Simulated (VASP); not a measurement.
# HfCl7 (Fm-3m) in VASP: notebook

HfCl7 is run at these levels: PBE; tasks: single point, relaxation of cell and atoms.

Everything below comes from runs of VASP 6.6.1. Logs are shortened: lines on timing, memory, paths and dates and some standing lists are left out, and cuts for length are marked.

## 1. The cell of the first run

The structure is cubic, space group Fm-3m (No. 225). The conventional cell has a = 8.577 Å, b = 8.577 Å, c = 8.577 Å, α = 90.00°, β = 90.00°, γ = 90.00°. Hf (site symmetry m-3m) has 12 Cl at 3.03 Å within 4.0 Å. Cl (site symmetry mmm) has 2 Hf at 3.03 Å and 10 Cl at 3.03 Å within 4.0 Å. Cl (site symmetry m-3m) has 12 Cl at 3.03 Å within 4.0 Å.

## 2. Single point, PBE

Input file INCAR:

```
SYSTEM = HfCl7
ALGO     = Normal         ! electronic algorithm
EDIFF    = 1E-7           ! SCF threshold, eV
ENCUT    = 520            ! plane-wave cutoff, eV
GGA      = PE             ! functional
ISIF     = 2              ! what is computed and relaxed
ISMEAR   = 0              ! smearing method
LASPH    = .True.         ! aspherical terms in the spheres
LCHARG   = .False.        ! write CHGCAR
LREAL    = .False.        ! projectors in reciprocal space
LWAVE    = .False.        ! write WAVECAR
NBANDS   = 40             ! bands
NELM     = 100            ! most SCF steps
PREC     = Accurate       ! precision mode
SIGMA    = 0.1            ! smearing width, eV
```

Input file KPOINTS:

```
k-points
0
Gamma
  8 8 8
  0 0 0
```

Input file POSCAR:

```
HfCl7
1.0
    0.0000000000      4.2883559284      4.2883559284
    4.2883559284      0.0000000000      4.2883559284
    4.2883559284      4.2883559284      0.0000000000
Hf Cl
1 7
Direct
    0.0000000000      0.0000000000      0.0000000000
    0.5000000000      0.0000000000      0.0000000000
    0.0000000000      0.5000000000      0.5000000000
    0.0000000000      0.5000000000      0.0000000000
    0.5000000000      0.0000000000      0.5000000000
    0.0000000000      0.0000000000      0.5000000000
    0.5000000000      0.5000000000      0.0000000000
    0.5000000000      0.5000000000      0.5000000000
```

Potentials or basis: VASP PAW PBE potentials, release 64 (Hf_pv, Cl).

Started as:

```bash
> cat potpaw_PBE.64/Hf_pv/POTCAR potpaw_PBE.64/Cl/POTCAR > POTCAR
> mpirun -np 1 vasp_std > vasp.out
```

OUTCAR:

```text
SYSTEM = HfCl7
   EDIFF = 1E-7
   ENCUT = 520
   GGA = PE
   ISIF = 2
   ISMEAR = 0
   LASPH = .True.
   LREAL = .False.
   NELM = 100
   PREC = Accurate

 ion  position               nearest neighbor table
   1  0.000  0.000  0.000-   2 3.03   4 3.03   6 3.03   3 3.03   5 3.03   6 3.03   3 3.03   4 3.03
                             7 3.03   2 3.03   5 3.03   7 3.03
   2  0.500  0.000  0.000-   1 3.03   1 3.03
   3  0.000  0.500  0.500-   1 3.03   1 3.03
   4  0.000  0.500  0.000-   1 3.03   1 3.03
   5  0.500  0.000  0.500-   1 3.03   1 3.03
   6  0.000  0.000  0.500-   1 3.03   1 3.03
   7  0.500  0.500  0.000-   1 3.03   1 3.03
   8  0.500  0.500  0.500-

  LATTYP: Found a face centered cubic cell.
 ALAT       =     8.5767118568

  Lattice vectors:

 A1 = (   0.0000000000,   4.2883559284,   4.2883559284)
 A2 = (   4.2883559284,   0.0000000000,   4.2883559284)
 A3 = (   4.2883559284,   4.2883559284,   0.0000000000)

Analysis of symmetry for initial positions (statically):
=====================================================================
 Subroutine PRICEL returns:
 Original cell was already a primitive cell.

 Routine SETGRP: Setting up the symmetry group for a
 face centered cubic supercell.

 Subroutine GETGRP returns: Found 48 space group operations
 (whereof 48 operations were pure point group operations)
 out of a pool of 48 trial point group operations.

The static configuration has the point symmetry O_h .

Analysis of symmetry for dynamics (positions and initial velocities):
=====================================================================
 Subroutine PRICEL returns:
 Original cell was already a primitive cell.

 Routine SETGRP: Setting up the symmetry group for a
 face centered cubic supercell.

 Subroutine GETGRP returns: Found 48 space group operations
 (whereof 48 operations were pure point group operations)
 out of a pool of 48 trial point group operations.

The dynamic configuration has the point symmetry O_h .

 Subroutine INISYM returns: Found 48 space group operations
 (whereof 48 operations are pure point group operations),
 and found     1 'primitive' translations

----------------------------------------------------------------------------------------

                                     Primitive cell

  volume of cell :     157.7257

  direct lattice vectors                    reciprocal lattice vectors
     0.000000000  4.288355928  4.288355928    -0.116594800  0.116594800  0.116594800
     4.288355928  0.000000000  4.288355928     0.116594800 -0.116594800  0.116594800
     4.288355928  4.288355928  0.000000000     0.116594800  0.116594800 -0.116594800

  length of vectors
     6.064651114  6.064651114  6.064651114     0.201948117  0.201948117  0.201948117

  position of ions in fractional coordinates (direct lattice)
     0.000000000  0.000000000  0.000000000
     0.500000000  0.000000000  0.000000000
     0.000000000  0.500000000  0.500000000
     0.000000000  0.500000000  0.000000000
     0.500000000  0.000000000  0.500000000
     0.000000000  0.000000000  0.500000000
     0.500000000  0.500000000  0.000000000
     0.500000000  0.500000000  0.500000000

  ion indices of the primitive-cell ions
   primitive index   ion index
                 1           1
                 2           2
                 3           3
                 4           4
                 5           5
                 6           6
                 7           7
                 8           8

----------------------------------------------------------------------------------------

 KPOINTS: k-points

Automatic generation of k-mesh.
 Grid dimensions read from file:
 generate k-points for:    8    8    8

 Generating k-lattice:

  Cartesian coordinates                     Fractional coordinates (reciprocal lattice)
    -0.014574350  0.014574350  0.014574350     0.125000000  0.000000000  0.000000000
     0.014574350 -0.014574350  0.014574350     0.000000000  0.125000000  0.000000000
     0.014574350  0.014574350 -0.014574350     0.000000000  0.000000000  0.125000000

  Length of vectors
     0.025243515  0.025243515  0.025243515

  Shift w.r.t. Gamma in fractional coordinates (k-lattice)
     0.000000000  0.000000000  0.000000000

 Subroutine IBZKPT returns following result:
 ===========================================

 Found     29 irreducible k-points:

 Following reciprocal coordinates:
            Coordinates               Weight
  0.000000  0.000000  0.000000      1.000000
  0.125000  0.000000  0.000000      8.000000
  0.250000  0.000000  0.000000      8.000000
  0.375000  0.000000  0.000000      8.000000
  0.500000  0.000000  0.000000      4.000000
  0.125000  0.125000  0.000000      6.000000
[... 16 lines left out ...]
  0.500000  0.250000  0.125000     48.000000
 -0.375000  0.250000  0.125000     24.000000
 [... further k-points ...]
   k-points           NKPTS =     29   k-points in BZ     NKDIM =     29   number of bands    NBANDS=     40
   number of dos      NEDOS =    301   number of ions     NIONS =      8
   total plane-waves  NPLWV = 110592
   dimension x,y,z NGX =    48 NGY =   48 NGZ =   48
   dimension x,y,z NGXF=    96 NGYF=   96 NGZF=   96
   ions per type =               1   7
   NGX,Y,Z   is equivalent  to a cutoff of  13.16, 13.16, 13.16 a.u.
   NGXF,Y,Z  is equivalent  to a cutoff of  26.32, 26.32, 26.32 a.u.
 SYSTEM =  HfCl7
   PREC   = accura    normal or accurate (medium, high low for compatibility)
   ISTART =      0    job   : 0-new  1-cont  2-samecut
   ICHARG =      2    charge: 1-file 2-atom 10-const
   ISPIN  =      1    spin polarized calculation?
   LNONCOLLINEAR =      F non collinear calculations
   LSORBIT =      F    spin-orbit coupling
   LASPH  =      T    aspherical Exc in radial PAW
   ENCUT  =  520.0 eV  38.22 Ry    6.18 a.u.  11.28 11.28 11.28*2*pi/ulx,y,z
   NELM   =    100;   NELMIN=  2; NELMDL= -5     # of ELM steps
   EDIFF  = 0.1E-06   stopping-criterion for ELM
   LREAL  =      F    real-space projection
   EDIFFG = 0.1E-05   stopping-criterion for IOM
   NSW    =      0    number of steps for IOM
   IBRION =     -1    ionic relax: 0-MD 1-quasi-New 2-CG
   NFREE  =      0    steps in history (QN), initial steepest desc. (CG)
   ISIF   =      2    stress and relaxation
   ISYM   =      2    0-nonsym 1-usesym 2-fastsym
   POTIM  = 0.5000    time-step for ionic-motion
   TEBEG  =    0.0;   TEEND  =   0.0 temperature during run
   PSTRESS=    0.0 pullay stress
   NELECT =      59.0000    total number of electrons
   NUPDOWN=      -1.0000    fix difference up-down
   EMIN   =  10.00;   EMAX   =-10.00  energy-range for DOS
   EFERMI =   0.00;   METHOD = LEGACY
   ISMEAR =     0;   SIGMA  =   0.10  broadening in eV -4-tet -1-fermi 0-gaus
   EFERMI_NEDOS =   21; number of points for ismear=-14 and -15
   IALGO  =     38    algorithm
   IMIX   =      4    mixing-type and parameters
     AMIX     =   0.40;   BMIX     =  1.00
     AMIX_MAG =   1.60;   BMIX_MAG =  1.00
  volume/ion in A,a.u.               =      19.72       133.05
  Fermi-wavevector in a.u.,A,eV,Ry     =   1.179573  2.229069 18.931031  1.391392
  Thomas-Fermi vector in A             =   2.315881
   LORBIT       =      0    0 simple, 1 ext, 2 COOP (PROOUT), +10 PAW based schemes
   GGA     = PE    functional components
   LHFCALC =     F    Hartree Fock is set to
   AEXX    =    0.0000 exact exchange contribution
   IVDW    =     0    specifies the selected vdW correction
   LEPSILON=     F    determine dielectric tensor
   LRPA    =     F    only Hartree local field effects (RPA)
 non-spin polarized calculation
 Gauss-broadening in eV      SIGMA  =   0.10
  energy-cutoff  :      520.00
  volume of cell :      157.73
 maximum number of plane-waves:      4279
 NGX is ok and might be reduce to    48
   NGX = 23   NGY = 23   NGZ = 23

 number of electron      58.9999989 magnetization

 Free energy of the ion-electron system (eV)
  ---------------------------------------------------
  ext. energy  EPLUGINS =         0.00000000
  ---------------------------------------------------
  free energy    TOTEN  =       -22.04625329 eV

  energy without entropy =      -22.00559264  energy(sigma->0) =      -22.02592296

 E-fermi :   3.8050     XC(G=0): -10.1605

 val. band max:        3.8025218307   @ k =   0.2500   0.1250   0.0000
 cond. band min:       3.8184379869   @ k =   0.5000   0.5000   0.0000
 fundamental gap:      0.0159161561
 Fermi energy:         3.8050297698

 k-point     1 :       0.0000    0.0000    0.0000
  band No.  band energies     occupation
      1     -30.0502      2.00000
      2     -30.0502      2.00000
      3     -30.0502      2.00000
      4     -12.2242      2.00000
      5     -10.5014      2.00000
      6     -10.5014      2.00000
[... 32 lines left out ...]
     39      12.2483      0.00000
     40      12.2483      0.00000

 k-point     2 :       0.1250    0.0000    0.0000
  band No.  band energies     occupation
      1     -30.0503      2.00000
      2     -30.0502      2.00000
      3     -30.0502      2.00000
      4     -12.1691      2.00000
      5     -10.5720      2.00000
      6     -10.4783      2.00000
[... 32 lines left out ...]
     39      12.2759      0.00000
     40      12.2759      0.00000

 k-point     3 :       0.2500    0.0000    0.0000
  band No.  band energies     occupation
      1     -30.0505      2.00000
      2     -30.0502      2.00000
      3     -30.0502      2.00000
      4     -12.0084      2.00000
      5     -10.7785      2.00000
      6     -10.4113      2.00000
[... 32 lines left out ...]
     39      12.2254      0.00000
     40      12.2597      0.00000

 k-point     4 :       0.3750    0.0000    0.0000
  band No.  band energies     occupation
      1     -30.0507      2.00000
      2     -30.0503      2.00000
      3     -30.0503      2.00000
      4     -11.7589      2.00000
      5     -11.0817      2.00000
      6     -10.3080      2.00000
[... 32 lines left out ...]
     39      12.0265      0.00000
     40      12.0265      0.00000
[... 772 lines left out ...]
     39      12.3533      0.00000
     40      12.6702      0.00000

 k-point    23 :       0.5000    0.2500    0.1250
  band No.  band energies     occupation
      1     -30.0507      2.00000
      2     -30.0504      2.00000
      3     -30.0503      2.00000
      4     -11.6290      2.00000
      5     -10.9946      2.00000
      6     -10.5862      2.00000
[... 32 lines left out ...]
     39      11.8377      0.00000
     40      12.1669      0.00000

 k-point    24 :      -0.3750    0.2500    0.1250
  band No.  band energies     occupation
      1     -30.0507      2.00000
      2     -30.0505      2.00000
      3     -30.0504      2.00000
      4     -11.3821      2.00000
      5     -11.2558      2.00000
      6     -10.5482      2.00000
[... 32 lines left out ...]
     39      11.5671      0.00000
     40      12.0802      0.00000

 [... further k-points ...]
[... 5 lines left out ...]
  --------------------------------------------------------------------------------------
  -------------------------------------------------------------------------------------
  Total       -0.3136123     -0.3136123     -0.3136123      0.0000000     -0.0000000      0.0000000
  in kB       -3.1856734     -3.1856734     -3.1856734      0.0000000     -0.0000000      0.0000000
  external PRESSURE =      -3.1856734 kB  Pullay stress =       0.0000000 kB

 VOLUME and BASIS-vectors are now :
 -----------------------------------------------------------------------------
  energy-cutoff  :      520.00
  volume of cell :      157.73
      direct lattice vectors                 reciprocal lattice vectors
     0.000000000  4.288355928  4.288355928    -0.116594800  0.116594800  0.116594800
     4.288355928  0.000000000  4.288355928     0.116594800 -0.116594800  0.116594800
     4.288355928  4.288355928  0.000000000     0.116594800  0.116594800 -0.116594800

 POSITION                                       TOTAL-FORCE (eV/Angst)
 -----------------------------------------------------------------------------------
      0.00000      0.00000      0.00000        -0.000000      0.000000     -0.000000
      0.00000      2.14418      2.14418         0.000000      0.000000      0.000000
      4.28836      2.14418      2.14418        -0.000000     -0.000000     -0.000000
      2.14418      0.00000      2.14418         0.000000      0.000000     -0.000000
      2.14418      4.28836      2.14418        -0.000000      0.000000     -0.000000
      2.14418      2.14418      0.00000        -0.000000      0.000000      0.000000
      2.14418      2.14418      4.28836        -0.000000      0.000000     -0.000000
      4.28836      4.28836      4.28836        -0.000000      0.000000     -0.000000
 -----------------------------------------------------------------------------------
    total drift:                                0.000000      0.000000      0.000000

  FREE ENERGIE OF THE ION-ELECTRON SYSTEM (eV)
  ---------------------------------------------------
  free  energy   TOTEN  =       -22.0462532936 eV

  energy  without entropy=      -22.0055926358  energy(sigma->0) =      -22.02592296
```

Wall time 4.3 min (1 thread of Intel Xeon Platinum 8259CL at 2.50GHz (Skylake/Cascade Lake), shared host); peak memory 0.4 GiB.

Results:

| Property | Result |
| --- | --- |
| Free energy | -22.0463 eV |
| Pressure | -0.3 GPa |

Caveat: spin-orbit coupling is left out, which moves the levels of the heavy elements; an odd number of electrons without spin polarisation forces a metal; a magnetic or distorted state may lie lower.

## 3. Relaxation of cell and atoms, PBE

This run uses another cell than the first one, of 19.77 Å³/atom, 1.003 times its volume.

Input file INCAR:

```
SYSTEM = HfCl7
  PREC = Accurate
  ENCUT = 600
  EDIFF = 1E-6
  ISMEAR = 0
  SIGMA = 0.1
  LREAL = .FALSE.
  LASPH = .TRUE.
  NELM = 100
  ALGO = Normal
  ISIF = 3
  LWAVE = .FALSE.
  LCHARG = .FALSE.
  GGA = PE
  IBRION = 2
  NSW = 100
  EDIFFG = -0.01
```

Input file KPOINTS:

```
Automatic mesh
0
G
  8 8 8
  0 0 0
```

Edit POSCAR of step 2 so:

```diff
@@ -2,5 +2,5 @@
 1.0
-    0.0000000000      4.2883559284      4.2883559284
-    4.2883559284      0.0000000000      4.2883559284
-    4.2883559284      4.2883559284      0.0000000000
+    0.0000000000      4.2924223243      4.2924223243
+    4.2924223243      0.0000000000      4.2924223243
+    4.2924223243      4.2924223243      0.0000000000
 Hf Cl
```

Potentials or basis: VASP PAW PBE potentials, release 64 (Hf_pv, Cl).

Started as:

```bash
> cat potpaw_PBE.64/Hf_pv/POTCAR potpaw_PBE.64/Cl/POTCAR > POTCAR
> mpirun -np 1 vasp_std > vasp.out
```

It took 5.3 min on 1 thread of Intel Xeon Platinum 8259CL at 2.50GHz (Skylake/Cascade Lake), shared host; peak memory 0.43 GiB.

Results (log left out):

* Free energy: -22.0482 eV
* Relaxed volume: 19.63 Å³/atom
* Relaxed cell: a = 6.055 Å, b = 6.055 Å, c = 6.055 Å, α = 60.00°, β = 60.00°, γ = 60.00°
* Space group after relaxing (to 0.05 Å): Fm-3m (No. 225)
* Energy gained by relaxing: 0.2 meV/atom
* Ionic steps: 2
* Pressure after relaxing: 0.0 GPa

Step by step:
```csv
step,energy change (eV),largest force (eV/Å),pressure (GPa),volume (Å³)
1,0.0000,0.0000,-0.41,158.17
2,-0.0015,0.0000,0.01,157.01
```

Final structure:
```
Hf Cl
1.0
     0.00000    4.28183    4.28183
     4.28183    0.00000    4.28183
     4.28183    4.28183    0.00000
Hf Cl
1 7
Direct
  0.00000 0.00000 0.00000
  0.50000 0.00000 0.00000
  0.00000 0.50000 0.50000
  0.00000 0.50000 0.00000
  0.50000 0.00000 0.50000
  0.00000 0.00000 0.50000
  0.50000 0.50000 0.00000
  0.50000 0.50000 0.50000
```

Levels at points of the mesh, in eV from the Fermi level:
| k point | band 27 | band 28 | band 29 | band 30 | band 31 | band 32 |
| --- | --- | --- | --- | --- | --- | --- |
| (0.00, 0.00, 0.00) | 0.07 | 0.07 | 0.16 | 0.29 | 0.29 | 0.43 |
| (0.50, 0.00, 0.00) | -0.77 | -0.17 | -0.17 | 0.19 | 0.19 | 0.53 |
| (0.50, 0.50, 0.00) | -0.66 | -0.39 | -0.17 | -0.17 | 0.01 | 0.62 |

Caveat: spin-orbit coupling is left out, which moves the levels of the heavy elements; an odd number of electrons without spin polarisation forces a metal; a magnetic or distorted state may lie lower.

## 4. Single point, PBE

Input file INCAR:

```
SYSTEM = HfCl7
  PREC = Accurate
  ENCUT = 520
  EDIFF = 1E-6
  ISMEAR = 0
  SIGMA = 0.1
  LREAL = .FALSE.
  LASPH = .TRUE.
  NELM = 100
  ALGO = Normal
  ISIF = 2
  LWAVE = .FALSE.
  LCHARG = .FALSE.
  GGA = PE
  NBANDS = 40
```

Input file KPOINTS:

```
regular mesh
0
G
  8 8 8
  0 0 0
```

Edit POSCAR of step 3 so:

```diff
@@ -2,5 +2,5 @@
 1.0
-    0.0000000000      4.2924223243      4.2924223243
-    4.2924223243      0.0000000000      4.2924223243
-    4.2924223243      4.2924223243      0.0000000000
+    0.0000000000      4.2883559284      4.2883559284
+    4.2883559284      0.0000000000      4.2883559284
+    4.2883559284      4.2883559284      0.0000000000
 Hf Cl
```

Started as:

```bash
> cat potpaw_PBE.64/Hf_pv/POTCAR potpaw_PBE.64/Cl/POTCAR > POTCAR
> mpirun -np 1 vasp_std > vasp.out
```

Run time: 3.2 min. Hardware: 1 thread of Intel Xeon Platinum 8259CL at 2.50GHz (Skylake/Cascade Lake), shared host; peak memory 0.39 GiB.

The run converged. Its results:

```
Free energy : -22.0463 eV
Pressure    : -0.3 GPa
```

Levels at points of the mesh, in eV from the Fermi level:
| k point | band 25 | band 26 | band 27 | band 28 | band 29 | band 30 | band 31 | band 32 | band 33 | band 34 |
| --- | --- | --- | --- | --- | --- | --- | --- | --- | --- | --- |
| (0.00, 0.00, 0.00) | -0.23 | -0.23 | 0.07 | 0.07 | 0.15 | 0.29 | 0.29 | 0.42 | 0.42 | 0.42 |
| (0.50, 0.00, 0.00) | -0.85 | -0.85 | -0.76 | -0.17 | -0.17 | 0.19 | 0.19 | 0.53 | 0.68 | 0.68 |
| (0.50, 0.50, 0.00) | -1.93 | -0.66 | -0.66 | -0.39 | -0.17 | -0.17 | 0.01 | 0.62 | 0.83 | 2.02 |

Caveat: spin-orbit coupling is left out, which moves the levels of the heavy elements; an odd number of electrons without spin polarisation forces a metal; a magnetic or distorted state may lie lower.
